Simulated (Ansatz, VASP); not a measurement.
## One calculation of Cu, two programs

```xyz
4
Lattice="2.5839 0.0000 0.0000 -1.2920 2.2377 0.0000 0.0000 0.0000 8.4423" Properties=species:S:1:pos:R:3 pbc="T T T"
Cu   -1.2920    2.2377    8.4423
Cu    1.2920    2.2377    4.2211
Cu    0.0000    1.4918    2.1106
Cu    1.2920    0.7459    6.3317
```

Alike in both runs: task single point; functional LDA; k mesh 19 × 19 × 5; occupations fermi-dirac, width 0.1 eV; no spin polarisation.

|  | VASP | Ansatz |
| --- | --- | --- |
| version | VASP 6.6.1 | Ansatz 0.2.0 |
| potentials or method | VASP PAW LDA potentials, release 64 (Cu), cutoff 520 eV | plane waves (420 eV) with PAW, scalar-relativistic |
| valence electrons in the cell | 44 | 76 |

Ansatz gave:

```
pressure (GPa)                                                : -16.1
traceless stress, the component that is largest in VASP (GPa) : 0.48
```

Q: What did VASP give for the same quantities?

A: Pressure (GPa): -15.3; traceless stress, the component that is largest in VASP (GPa): 0.46.

Ansatz warns that its potentials were made for another functional, while VASP's fit it. LDA's correlation is that of Perdew and Zunger in VASP and of Perdew and Wang (1992) in Ansatz. VASP's potentials hold 44 valence electrons a cell and Ansatz's 76, so a difference there can come from the potentials and not from the codes.
